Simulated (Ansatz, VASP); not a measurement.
Cu: VASP and Ansatz over several settings

```
Cu
1.0
     0.00000    1.80750    1.80750
     1.80750    0.00000    1.80750
     1.80750    1.80750    0.00000
Cu
1
Direct
  0.00000 0.00000 0.00000
```

Single points on this cell with VASP 6.6.1 and Ansatz 0.2.0. Each row is one pair of runs. Alike in all rows: spin: off; smearing: fermi-dirac, width 0.05 eV.

```csv
level,k mesh,"VASP's potentials, cutoff","Ansatz's potentials, cutoff","gap on the k mesh at the Fermi level (eV), VASP","gap on the k mesh at the Fermi level (eV), Ansatz","pressure (GPa), VASP","pressure (GPa), Ansatz"
r2SCAN50,7 × 7 × 7,"VASP PAW PBE potentials, release 64 (Cu), 580 eV","Ansatz PAW, 500 eV",none,none,1.0,1.0
PBE,9 × 9 × 9,"VASP PAW PBE potentials, release 64 (Cu), 600 eV","Ansatz PAW, 420 eV",none,none,2.4,1.8
BLYP+D3(BJ),13 × 13 × 13,"VASP PAW PBE potentials, release 64 (Cu), 600 eV","Ansatz PAW, 420 eV",none,none,-8.4,-9.0
SVWN5,13 × 13 × 13,"VASP PAW PBE potentials, release 64 (Cu), 600 eV","Ansatz PAW, 420 eV",none,none,-12.2,-12.8
HSE06,8 × 8 × 8,"VASP PAW PBE potentials, release 64 (Cu), 520 eV","Ansatz PAW, 420 eV",none,none,3.0,2.8
r2SCAN+D4,13 × 13 × 13,"VASP PAW PBE potentials, release 64 (Cu), 660 eV","Ansatz PAW, 500 eV",?,none,?,-7.1
r2SCAN0,7 × 7 × 7,"VASP PAW PBE potentials, release 64 (Cu), 520 eV","Ansatz PAW, 500 eV",none,none,-2.0,-2.5
```

Task: Fill in what VASP gave in row 6.

Result: gap on the k mesh at the Fermi level (eV): none; pressure (GPa): -6.7.

VASP's potentials hold 11 valence electrons a cell and Ansatz's 19, so a difference there can come from the potentials and not from the codes.

A gap of «none» marks a metal or a gap that the smearing closes.

The k mesh is coarse in some rows, so the values compare programs but aren't converged.
